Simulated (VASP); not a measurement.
The system is Ru.

```xyz
2
Lattice="2.6692 0.0000 0.0000 -1.3346 2.3116 0.0000 0.0000 0.0000 4.2240" Properties=species:S:1:pos:R:3 pbc="T T T"
Ru    1.3346    0.7705    3.1680
Ru    0.0000    1.5411    1.0560
```

Base run:

```yaml
Program: VASP 6.6.1
Functional: r2SCAN
Dispersion: D3(BJ)
Potentials_or_basis: VASP PAW PBE potentials, release 64 (Ru_pv)
Cutoff: 520 eV
k_mesh: 11 × 11 × 6
Occupations: fermi-dirac, width 0.05 eV
Spin: no spin polarisation
```

Its results: band gap on the k mesh zero (band 14 reaches 15.16 eV, above the bottom of band 15 at 11.74 eV); pressure 10.8 GPa.

Question: The run is repeated on the same cell with these changes: dispersion from D3(BJ) to rVV10. What comes out?

Answer: Band gap on the k mesh zero (band 14 reaches 15.15 eV, above the bottom of band 15 at 11.73 eV); pressure 12.4 GPa.

Caveats: the PAW data sets were made with another functional, which shifts forces and pressure a little; pairwise dispersion overbinds metals, which lowers pressure and volume (some runs).
